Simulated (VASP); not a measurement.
**K7F8 (a cell with a defect): single point with PBE**

System: K7F8 (a cell with a defect).

```
K F
1.0
     0.00000    5.41919   -5.41919
     5.41919    5.41919    0.00000
     5.41919    0.00000   -5.41919
K F
7 8
Cartesian
  -2.7096 0.0000 -2.7096
  2.7096 8.1288 -5.4192
  0.0000 5.4192 -5.4192
  5.4192 5.4192 -5.4192
  2.7096 2.7096 -5.4192
  5.4192 8.1288 -8.1288
  2.7096 5.4192 -8.1288
  5.4192 5.2836 -2.7096
  2.8451 2.7096 -2.7096
  5.4192 8.1288 -5.5547
  2.7096 5.4192 -5.4192
  8.1288 5.4192 -5.4192
  5.4192 2.7096 -5.2836
  7.9932 8.1288 -8.1288
  5.4192 5.5547 -8.1288
```

```yaml
Program: VASP 6.6.1
Task: single point
Functional: PBE
Potentials_or_basis: VASP PAW PBE potentials, release 64 (K_sv, F)
Cutoff: 520 eV
k_mesh: 4 × 4 × 4
Occupations: gaussian, width 0.05 eV
Spin: no spin polarisation
Dipole_correction: no
Charge: -1
Further_INCAR_settings: ALGO = Normal; EDIFF = 1e-06; NBANDS = 72; NELECT = 120.0
```

```json
{"Largest force": "0.013 eV/Å"}
```

Forces on the atoms (eV/Å):
```
K    0.000  0.000  0.000
K    0.000  0.000  0.000
K    0.000  0.000  0.000
K    0.000  0.000  0.000
K    0.000  0.000  0.000
K    0.000  0.000  0.000
K    0.000  0.000  0.000
F    0.000  0.013  0.000
F   -0.013  0.000  0.000
F    0.000  0.000  0.013
F    0.000  0.000  0.000
F    0.000  0.000  0.000
F    0.000  0.000 -0.013
F    0.013  0.000  0.000
F    0.000 -0.013  0.000
```

Levels at points of the mesh, in eV from the Fermi level:
```tsv
k point	band 56	band 57	band 58	band 59	band 60	band 61	band 62	band 63	band 64	band 65
(0.00, 0.00, 0.00)	-0.42	-0.42	-0.26	-0.26	-0.26	5.41	7.84	7.84	7.84	8.25
(0.50, 0.00, 0.00)	-0.50	-0.49	-0.49	-0.24	-0.24	6.79	6.89	8.36	8.46	8.51
(0.50, 0.50, 0.00)	-0.41	-0.41	-0.36	-0.30	-0.30	7.06	7.16	8.25	8.25	8.39
```

It took 3.7 min on 1 thread of AMD EPYC 9R45 96-Core Processor (Zen 5), on a shared host, peak memory 0.48 GiB.

Caveat: the cell carries a net charge on a neutralising background, which shifts energy and pressure; the cell is charged against a uniform background, so pressure and absolute levels hang on convention.
